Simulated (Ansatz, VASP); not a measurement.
One calculation of SnO2, two programs

```xyz
3
Lattice="1.6171 0.9336 4.8006 -1.6171 0.9336 4.8006 0.0000 -1.8673 4.8006" Properties=species:S:1:pos:R:3 pbc="T T T"
Sn    0.0000    0.0000    7.2009
O     0.0000    0.0000   10.9861
O     0.0000    0.0000    3.4157
```

Alike in both runs: functional LDA; k mesh 10 × 10 × 10; occupations fermi-dirac, width 0.05 eV; no spin polarisation.

|  | VASP | Ansatz |
| --- | --- | --- |
| version | VASP 6.6.1 | Ansatz 0.2.0 |
| potentials or method | VASP PAW LDA potentials, release 64 (Sn_d, O) | Ansatz PAW |
| plane-wave cutoff (eV) | 520 | 420 |
| valence electrons in the cell | 26 | 26 |
| task | single point | band structure |

Ansatz gave:

```
gap on the k mesh at the Fermi level (eV)                     : 1.77
least direct gap on the mesh (eV)                             : 1.89
pressure (GPa)                                                : -9.1
traceless stress, the component that is largest in VASP (GPa) : 1.77
rms of the force components (eV/Å)                            : 0.319
```

Task: Estimate VASP's values.

Result: gap on the k mesh at the Fermi level (eV): 1.77; least direct gap on the mesh (eV): 1.90; pressure (GPa): -8.5; traceless stress, the component that is largest in VASP (GPa): 1.29; rms of the force components (eV/Å): 0.291.

LDA's correlation is that of Perdew and Zunger in VASP and of Perdew and Wang (1992) in Ansatz. Atom by atom the forces differ by 0.027 eV/Å (rms over components).
